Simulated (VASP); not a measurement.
# Ir (Fm-3m) in VASP: notebook

Ir is run at these levels: PBEsol, PBE+D4; tasks: single point.

All numbers are computed with VASP 6.6.1; they aren't measurements. Logs are shortened: lines on timing, memory, paths and dates and some standing lists are left out, and cuts for length are marked.

**1. The cell of the first run**

Symmetry: Fm-3m, No. 225, cubic system. The conventional cell has a = 3.849 Å, b = 3.849 Å, c = 3.849 Å, α = 90.00°, β = 90.00°, γ = 90.00°. Within 3.6 Å of Ir (site symmetry m-3m) lie 12 Ir at 2.72 Å.

**2. Single point, PBEsol**

Input file INCAR:

```
ALGO = Normal
EDIFF = 1E-6
ENCUT = 500
GGA = PS
GGA_COMPAT = False
ISIF = 2
ISMEAR = 0
LASPH = True
LCHARG = False
LREAL = False
LWAVE = False
NBANDS = 10
NELM = 120
PREC = Accurate
SIGMA = 0.27211386245988
```

Input file KPOINTS:

```
k-points
0
Gamma
  10 10 10
```

Input file POSCAR:

```
Ir
1.0
    0.0000000000      1.9243919480      1.9243919480
    1.9243919480      0.0000000000      1.9243919480
    1.9243919480      1.9243919480      0.0000000000
Ir
1
Direct
    0.0000000000      0.0000000000      0.0000000000
```

Potentials or basis: VASP PAW PBE potentials, release 64 (Ir).

Launch:

```console
> cat potpaw_PBE.64/Ir/POTCAR > POTCAR
> mpirun -np 1 vasp_std > vasp.out
```

OUTCAR:

```text
EDIFF = 1E-6
   ENCUT = 500
   GGA = PS
   ISIF = 2
   ISMEAR = 0
   LASPH = True
   LREAL = False
   NELM = 120
   PREC = Accurate

 ion  position               nearest neighbor table
   1  0.000  0.000  0.000-

  LATTYP: Found a face centered cubic cell.
 ALAT       =     3.8487838960

  Lattice vectors:

 A1 = (   0.0000000000,   1.9243919480,   1.9243919480)
 A2 = (   1.9243919480,   0.0000000000,   1.9243919480)
 A3 = (   1.9243919480,   1.9243919480,   0.0000000000)

Analysis of symmetry for initial positions (statically):
=====================================================================
 Subroutine PRICEL returns:
 Original cell was already a primitive cell.

 Routine SETGRP: Setting up the symmetry group for a
 face centered cubic supercell.

 Subroutine GETGRP returns: Found 48 space group operations
 (whereof 48 operations were pure point group operations)
 out of a pool of 48 trial point group operations.

The static configuration has the point symmetry O_h .

Analysis of symmetry for dynamics (positions and initial velocities):
=====================================================================
 Subroutine PRICEL returns:
 Original cell was already a primitive cell.

 Routine SETGRP: Setting up the symmetry group for a
 face centered cubic supercell.

 Subroutine GETGRP returns: Found 48 space group operations
 (whereof 48 operations were pure point group operations)
 out of a pool of 48 trial point group operations.

The dynamic configuration has the point symmetry O_h .

 Subroutine INISYM returns: Found 48 space group operations
 (whereof 48 operations are pure point group operations),
 and found     1 'primitive' translations

----------------------------------------------------------------------------------------

                                     Primitive cell

  volume of cell :      14.2531

  direct lattice vectors                    reciprocal lattice vectors
     0.000000000  1.924391948  1.924391948    -0.259822330  0.259822330  0.259822330
     1.924391948  0.000000000  1.924391948     0.259822330 -0.259822330  0.259822330
     1.924391948  1.924391948  0.000000000     0.259822330  0.259822330 -0.259822330

  length of vectors
     2.721501192  2.721501192  2.721501192     0.450025477  0.450025477  0.450025477

  position of ions in fractional coordinates (direct lattice)
     0.000000000  0.000000000  0.000000000

  ion indices of the primitive-cell ions
   primitive index   ion index
                 1           1

----------------------------------------------------------------------------------------

 KPOINTS: k-points

Automatic generation of k-mesh.
 Grid dimensions read from file:
 generate k-points for:   10   10   10

 Generating k-lattice:

  Cartesian coordinates                     Fractional coordinates (reciprocal lattice)
    -0.025982233  0.025982233  0.025982233     0.100000000  0.000000000  0.000000000
     0.025982233 -0.025982233  0.025982233     0.000000000  0.100000000  0.000000000
     0.025982233  0.025982233 -0.025982233     0.000000000  0.000000000  0.100000000

  Length of vectors
     0.045002548  0.045002548  0.045002548

  Shift w.r.t. Gamma in fractional coordinates (k-lattice)
     0.000000000  0.000000000  0.000000000

 Subroutine IBZKPT returns following result:
 ===========================================

 Found     47 irreducible k-points:

 Following reciprocal coordinates:
            Coordinates               Weight
  0.000000  0.000000  0.000000      1.000000
  0.100000  0.000000  0.000000      8.000000
  0.200000  0.000000  0.000000      8.000000
  0.300000  0.000000  0.000000      8.000000
  0.400000  0.000000  0.000000      8.000000
  0.500000  0.000000  0.000000      4.000000
[... 16 lines left out ...]
  0.300000  0.300000  0.000000      6.000000
  0.400000  0.300000  0.000000     24.000000
 [... further k-points ...]
   k-points           NKPTS =     47   k-points in BZ     NKDIM =     47   number of bands    NBANDS=     10
   number of dos      NEDOS =    301   number of ions     NIONS =      1
   total plane-waves  NPLWV =   8000
   dimension x,y,z NGX =    20 NGY =   20 NGZ =   20
   dimension x,y,z NGXF=    40 NGYF=   40 NGZF=   40
   ions per type =               1
   NGX,Y,Z   is equivalent  to a cutoff of  12.22, 12.22, 12.22 a.u.
   NGXF,Y,Z  is equivalent  to a cutoff of  24.43, 24.43, 24.43 a.u.
 SYSTEM =  unknown system
   PREC   = accura    normal or accurate (medium, high low for compatibility)
   ISTART =      0    job   : 0-new  1-cont  2-samecut
   ICHARG =      2    charge: 1-file 2-atom 10-const
   ISPIN  =      1    spin polarized calculation?
   LNONCOLLINEAR =      F non collinear calculations
   LSORBIT =      F    spin-orbit coupling
   LASPH  =      T    aspherical Exc in radial PAW
   ENCUT  =  500.0 eV  36.75 Ry    6.06 a.u.   4.96  4.96  4.96*2*pi/ulx,y,z
   NELM   =    120;   NELMIN=  2; NELMDL= -5     # of ELM steps
   EDIFF  = 0.1E-05   stopping-criterion for ELM
   LREAL  =      F    real-space projection
   EDIFFG = 0.1E-04   stopping-criterion for IOM
   NSW    =      0    number of steps for IOM
   IBRION =     -1    ionic relax: 0-MD 1-quasi-New 2-CG
   NFREE  =      0    steps in history (QN), initial steepest desc. (CG)
   ISIF   =      2    stress and relaxation
   ISYM   =      2    0-nonsym 1-usesym 2-fastsym
   POTIM  = 0.5000    time-step for ionic-motion
   TEBEG  =    0.0;   TEEND  =   0.0 temperature during run
   PSTRESS=    0.0 pullay stress
   NELECT =       9.0000    total number of electrons
   NUPDOWN=      -1.0000    fix difference up-down
   EMIN   =  10.00;   EMAX   =-10.00  energy-range for DOS
   EFERMI =   0.00;   METHOD = LEGACY
   ISMEAR =     0;   SIGMA  =   0.27  broadening in eV -4-tet -1-fermi 0-gaus
   EFERMI_NEDOS =   21; number of points for ismear=-14 and -15
   IALGO  =     38    algorithm
   IMIX   =      4    mixing-type and parameters
     AMIX     =   0.40;   BMIX     =  1.00
     AMIX_MAG =   1.60;   BMIX_MAG =  1.00
  volume/ion in A,a.u.               =      14.25        96.18
  Fermi-wavevector in a.u.,A,eV,Ry     =   1.404490  2.654102 26.838765  1.972594
  Thomas-Fermi vector in A             =   2.527047
   LORBIT       =      0    0 simple, 1 ext, 2 COOP (PROOUT), +10 PAW based schemes
   GGA     = PS    functional components
   LHFCALC =     F    Hartree Fock is set to
   AEXX    =    0.0000 exact exchange contribution
   IVDW    =     0    specifies the selected vdW correction
   LEPSILON=     F    determine dielectric tensor
   LRPA    =     F    only Hartree local field effects (RPA)
 non-spin polarized calculation
 Gauss-broadening in eV      SIGMA  =   0.27
  energy-cutoff  :      500.00
  volume of cell :       14.25
 maximum number of plane-waves:       372
   NGX =  9   NGY =  9   NGZ =  9

 number of electron       9.0000000 magnetization

 Free energy of the ion-electron system (eV)
  ---------------------------------------------------
  ext. energy  EPLUGINS =         0.00000000
  ---------------------------------------------------
  free energy    TOTEN  =        -9.84056340 eV

  energy without entropy =       -9.80366750  energy(sigma->0) =       -9.82211545

 E-fermi :  10.1728     XC(G=0): -14.0576

 val. band max:       10.1100810814   @ k =   0.5000   0.4000   0.1000
 cond. band min:      10.1742084628   @ k =  -0.3000   0.3000   0.1000
 fundamental gap:      0.0641273814
 Fermi energy:        10.1728402459

 k-point     1 :       0.0000    0.0000    0.0000
  band No.  band energies     occupation
      1      -0.9932      2.00000
      2       6.2569      2.00000
      3       6.2569      2.00000
      4       6.2569      2.00000
      5       8.9445      2.00000
      6       8.9445      2.00000
      7      24.4471      0.00000
      8      29.9805      0.00000
      9      29.9805      0.00000
     10      29.9805      0.00000

 k-point     2 :       0.1000    0.0000    0.0000
  band No.  band energies     occupation
      1      -0.5589      2.00000
      2       6.0383      2.00000
      3       6.4366      2.00000
      4       6.4366      2.00000
      5       8.8379      2.00000
      6       8.8379      2.00000
      7      25.1771      0.00000
      8      28.0793      0.00000
      9      30.6940      0.00000
     10      30.6940      0.00000

 k-point     3 :       0.2000    0.0000    0.0000
  band No.  band energies     occupation
      1       0.5741      2.00000
      2       5.6963      2.00000
      3       6.7130      2.00000
      4       6.7130      2.00000
      5       8.8523      2.00000
      6       8.8523      2.00000
      7      25.2286      0.00000
      8      26.6986      0.00000
      9      32.6086      0.00000
     10      32.6086      0.00000

 k-point     4 :       0.3000    0.0000    0.0000
  band No.  band energies     occupation
      1       1.7008      2.00000
      2       6.1266      2.00000
      3       6.5857      2.00000
      4       6.5857      2.00000
      5       9.5581      1.99860
      6       9.5581      1.99860
      7      22.3571      0.00000
      8      26.1976      0.00000
      9      33.5110      0.00000
     10      33.5110      0.00000

 k-point     5 :       0.4000    0.0000    0.0000
  band No.  band energies     occupation
      1       2.0463      2.00000
      2       6.2910      2.00000
      3       6.2910      2.00000
      4       7.9378      2.00000
      5      10.5452      0.05294
      6      10.5452      0.05294
      7      19.1331      0.00000
      8      24.5571      0.00000
      9      30.8916      0.00000
     10      30.8916      0.00000

 k-point     6 :       0.5000    0.0000    0.0000
  band No.  band energies     occupation
      1       2.0524      2.00000
      2       6.1636      2.00000
      3       6.1636      2.00000
      4       9.3176      1.99999
      5      11.0082      0.00001
      6      11.0082      0.00001
      7      17.2661      0.00000
      8      23.9756      0.00000
      9      29.8107      0.00000
     10      29.8107      0.00000

 k-point     7 :       0.1000    0.1000    0.0000
  band No.  band energies     occupation
      1      -0.4119      2.00000
      2       5.8259      2.00000
      3       6.5878      2.00000
      4       6.5878      2.00000
      5       8.4476      2.00000
      6       9.1166      2.00000
      7      25.4467      0.00000
      8      28.6957      0.00000
      9      30.1539      0.00000
     10      30.1539      0.00000

 k-point     8 :       0.2000    0.1000    0.0000
  band No.  band energies     occupation
      1       0.5101      2.00000
      2       5.4008      2.00000
      3       6.8805      2.00000
      4       6.9517      2.00000
      5       8.1647      2.00000
      6       9.3018      1.99999
      7      26.5534      0.00000
      8      26.8549      0.00000
      9      30.6864      0.00000
     10      31.4989      0.00000

 k-point     9 :       0.3000    0.1000    0.0000
  band No.  band energies     occupation
      1       1.7534      2.00000
      2       5.3434      2.00000
      3       6.5515      2.00000
      4       7.0095      2.00000
      5       8.9960      2.00000
      6       9.8841      1.86652
      7      23.7157      0.00000
      8      27.1617      0.00000
      9      31.0203      0.00000
     10      32.0820      0.00000
[... 118 lines left out ...]
 k-point    19 :       0.5000    0.2000    0.0000
  band No.  band energies     occupation
      1       3.1431      2.00000
      2       5.1173      2.00000
      3       6.4255      2.00000
      4       7.4848      2.00000
      5      11.1187      0.00000
      6      13.6180      0.00000
      7      17.7833      0.00000
      8      25.6800      0.00000
      9      27.6641      0.00000
     10      28.9626      0.00000

 k-point    20 :      -0.4000    0.2000    0.0000
  band No.  band energies     occupation
      1       3.3147      2.00000
      2       5.1993      2.00000
      3       6.7259      2.00000
      4       7.3133      2.00000
      5      10.4099      0.21802
      6      14.3207      0.00000
      7      17.5289      0.00000
      8      25.0048      0.00000
      9      27.6372      0.00000
     10      29.3775      0.00000

 k-point    21 :      -0.3000    0.2000    0.0000
  band No.  band energies     occupation
      1       3.4241      2.00000
      2       5.5048      2.00000
      3       5.7976      2.00000
      4       7.3898      2.00000
      5       9.1432      2.00000
      6      12.8795      0.00000
      7      20.7484      0.00000
      8      25.2063      0.00000
      9      27.5882      0.00000
     10      32.4248      0.00000

 k-point    22 :      -0.2000    0.2000    0.0000
  band No.  band energies     occupation
      1       2.6728      2.00000
      2       5.0599      2.00000
      3       6.2277      2.00000
      4       7.6807      2.00000
      5       7.9486      2.00000
      6      11.3452      0.00000
      7      23.5253      0.00000
      8      26.7062      0.00000
      9      28.7791      0.00000
     10      31.0552      0.00000

 k-point    23 :       0.3000    0.3000    0.0000
  band No.  band energies     occupation
      1       2.5266      2.00000
      2       3.8090      2.00000
      3       7.3632      2.00000
      4       9.0415      2.00000
      5       9.0415      2.00000
      6      10.2145      0.82848
      7      26.4328      0.00000
      8      26.4328      0.00000
      9      27.6942      0.00000
     10      30.4140      0.00000

 k-point    24 :       0.4000    0.3000    0.0000
  band No.  band energies     occupation
      1       2.8420      2.00000
      2       3.5874      2.00000
      3       7.4599      2.00000
      4       9.2690      2.00000
      5      10.8894      0.00020
      6      10.9139      0.00012
      7      22.8492      0.00000
      8      25.1145      0.00000
      9      26.0440      0.00000
     10      30.9781      0.00000

 [... further k-points ...]
[... 5 lines left out ...]
  --------------------------------------------------------------------------------------
  -------------------------------------------------------------------------------------
  Total       -0.3770630     -0.3770630     -0.3770630      0.0000000      0.0000000      0.0000000
  in kB      -42.3851643    -42.3851643    -42.3851643      0.0000000      0.0000000      0.0000000
  external PRESSURE =     -42.3851643 kB  Pullay stress =       0.0000000 kB

 VOLUME and BASIS-vectors are now :
 -----------------------------------------------------------------------------
  energy-cutoff  :      500.00
  volume of cell :       14.25
      direct lattice vectors                 reciprocal lattice vectors
     0.000000000  1.924391948  1.924391948    -0.259822330  0.259822330  0.259822330
     1.924391948  0.000000000  1.924391948     0.259822330 -0.259822330  0.259822330
     1.924391948  1.924391948  0.000000000     0.259822330  0.259822330 -0.259822330

 POSITION                                       TOTAL-FORCE (eV/Angst)
 -----------------------------------------------------------------------------------
      0.00000      0.00000      0.00000         0.000000      0.000000      0.000000
 -----------------------------------------------------------------------------------
    total drift:                                0.000000      0.000000      0.000000

  FREE ENERGIE OF THE ION-ELECTRON SYSTEM (eV)
  ---------------------------------------------------
  free  energy   TOTEN  =        -9.8405633996 eV

  energy  without entropy=       -9.8036674983  energy(sigma->0) =       -9.82211545
```

Wall time 10 s (1 thread of Intel Xeon 8259CL, shared host); peak memory 0.13 GiB.

Results:

```
Free energy : -9.8406 eV
Pressure    : -4.2 GPa
```

Levels at points of the mesh, in eV from the Fermi level:
| k point | band 2 | band 3 | band 4 | band 5 | band 6 | band 7 |
| --- | --- | --- | --- | --- | --- | --- |
| (0.00, 0.00, 0.00) | -3.92 | -3.92 | -3.92 | -1.23 | -1.23 | 14.27 |
| (0.50, 0.00, 0.00) | -4.01 | -4.01 | -0.86 | 0.84 | 0.84 | 7.09 |
| (0.50, 0.50, 0.00) | -7.34 | 0.82 | 1.40 | 1.40 | 1.59 | 10.30 |

Caveat: the PAW data sets were made with another functional, which shifts forces and pressure a little; spin-orbit coupling is left out, which moves the levels of the heavy elements.

**3. Single point, PBE+D4**

This run uses another cell than the first one, of 14.31 Å³/atom, 1.004 times its volume.

Input file INCAR:

```
SYSTEM = Ir
PREC = Accurate ; ENCUT = 500
EDIFF = 1E-6 ; ISMEAR = 0
SIGMA = 0.1 ; LREAL = .FALSE.
LASPH = .TRUE. ; NELM = 120
ALGO = Normal ; ISIF = 2
LWAVE = .FALSE. ; LCHARG = .TRUE.
GGA = PE ; IVDW = 13
LELF = .TRUE. ; LVHAR = .TRUE.
NBANDS = 10 ; GGA_COMPAT = .FALSE.
```

Input file KPOINTS:

```
Automatic mesh
0
G
  10 10 10
  0 0 0
```

Input file POSCAR:

```
Ir
1.0
    0.0000000000      1.9269646676      1.9269646676
    1.9269646676      0.0000000000      1.9269646676
    1.9269646676      1.9269646676      0.0000000000
Ir
1
Direct
    0.0000000000      0.0000000000      0.0000000000
```

Potentials or basis: VASP PAW PBE potentials, release 64 (Ir).

Launch:

```console
> cat potpaw_PBE.64/Ir/POTCAR > POTCAR
> mpirun -np 1 vasp_std > vasp.out
```

It took 11 s on 1 thread of Intel Xeon 8259CL, shared host; peak memory 0.13 GiB.

Results (log left out):

| Item | Value |
| --- | --- |
| Free energy | -9.7677 eV |
| Pressure | -4.1 GPa |
| Dispersion energy per atom | -0.914 eV |

Levels at points of the mesh, in eV from the Fermi level:
| k point | band 1 | band 2 | band 3 | band 4 | band 5 | band 6 | band 7 | band 8 |
| --- | --- | --- | --- | --- | --- | --- | --- | --- |
| (0.00, 0.00, 0.00) | -11.07 | -3.89 | -3.89 | -3.89 | -1.25 | -1.25 | 14.27 | 19.80 |
| (0.50, 0.00, 0.00) | -8.05 | -3.99 | -3.99 | -0.80 | 0.81 | 0.81 | 7.08 | 13.82 |
| (0.50, 0.50, 0.00) | -7.85 | -7.29 | 0.78 | 1.37 | 1.37 | 1.63 | 10.29 | 11.58 |

Caveat: spin-orbit coupling is left out, which moves the levels of the heavy elements; pairwise dispersion overbinds metals, which lowers pressure and volume.
